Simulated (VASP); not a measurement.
Wanted: the native input for a VASP 6.6.1 run.

```yaml
Task: single point
Functional: PBE
Potentials_or_basis: VASP PAW PBE potentials, release 64 (Sr_sv, O)
Cutoff: 520 eV
k_mesh: 6 × 6 × 4
Occupations: gaussian, width 0.01 eV
Spin: no spin polarisation
Dipole_correction: no
Further_INCAR_settings: ALGO = Normal; EDIFF = 1e-06; NBANDS = 24
```

The structure of SrO lies in POSCAR:

```
SrO
1.0
    4.2895703072      0.0000000000      0.0000000000
   -2.1447851536      3.7148768573      0.0000000000
    0.0000000000      0.0000000000      5.1831991123
Sr O
2 2
Direct
    0.3333333333      0.6666666667      0.9375089398
    0.6666666667      0.3333333333      0.4375089398
    0.3333333333      0.6666666667      0.4374910602
    0.6666666667      0.3333333333      0.9374910602
```

One way to write it, as run:

INCAR

```
PREC = Accurate
ENCUT = 520
EDIFF = 1E-6
ISMEAR = 0
SIGMA = 0.01
LREAL = False
LASPH = True
NELM = 100
ALGO = Normal
ISIF = 2
LWAVE = False
LCHARG = False
GGA = PE
NBANDS = 24
```

KPOINTS

```
regular mesh
0
Gamma
  6 6 4
```

Potentials or basis: VASP PAW PBE potentials, release 64 (Sr_sv, O).

Command:

```bash
$ cat potpaw_PBE.64/Sr_sv/POTCAR potpaw_PBE.64/O/POTCAR > POTCAR
$ mpirun -np 1 vasp_std > vasp.out
```

Results of the run:

```
Pressure               : 0.5 GPa
Band gap on the k mesh : 2.60 eV
```

Wall time 50 s on 1 thread of Intel Xeon 8259CL, with other jobs on the host, peak memory 0.21 GiB.
